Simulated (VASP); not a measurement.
Runs of VASP 6.6.1 on Se. The structure is that of space group Fd-3m (No. 227), or close to it. The cells are those of the table. 

```csv
level,cell,gap on the mesh (eV),pressure (GPa)
PBEsol,"a = 4.595 Å, angles 60.0°, 2 atoms",none,-4.3
PBE,"a = 4.422 Å, angles 60.0°, 2 atoms",none,1.6
PBE,"a = 4.552 Å, angles 60.0°, 2 atoms",none,(a)
PBE,"a = 4.597 Å, angles 60.0°, 2 atoms",none,-2.6
```

Alike in all rows: task single point; potentials or basis VASP PAW PBE potentials, release 64 (Se); no spin polarisation; k mesh 12 × 12 × 12; cutoff (eV) 520; smearing gaussian 0.1 eV.

Question: Estimate the missing entries.

Answer: (a) -1.7.

Caveats: the PAW data sets were made with another functional, which shifts forces and pressure a little (some runs).

A k mesh can miss the band edges, and the runs leave out spin-orbit coupling on Se.

A gap of «none» marks levels without a gap at the run's occupations.
